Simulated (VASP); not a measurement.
Input of a VASP 6.6.1 run:

INCAR

```
SYSTEM = Ru
ALGO = Fast
EDIFF = 1E-7
ENCUT = 520
GGA = PS
ISIF = 2
ISMEAR = 0
LASPH = .TRUE.
LCHARG = .FALSE.
LREAL = .FALSE.
LWAVE = .FALSE.
NBANDS = 21
NELM = 60
PREC = Accurate
SIGMA = 0.1
```

The input KPOINTS:

```
k-points
0
G
  18 18 10
  0 0 0
```

POSCAR

```
Ru
1.0
    2.7448650394      0.0000000000      0.0000000000
   -1.3724325197      2.3771228541      0.0000000000
    0.0000000000      0.0000000000      4.3271296113
Ru
2
Direct
    0.3333333333      0.6666666667      0.2500000000
    0.6666666667      0.3333333333      0.7500000000
```

Potentials or basis: VASP PAW PBE potentials, release 64 (Ru_pv).

Run with:

```bash
$ cat potpaw_PBE.64/Ru_pv/POTCAR > POTCAR
$ mpirun -np 1 vasp_std > vasp.out
```

Question: Predict the pressure.

Answer: -17.7 GPa.

Question: What does it give for the band gap on the k mesh?

Answer: Zero (bands 14 and 15 overlap by 2.95 eV).

Caveat: the cell stands under tension; the PAW data sets were made with another functional, which shifts forces and pressure a little.
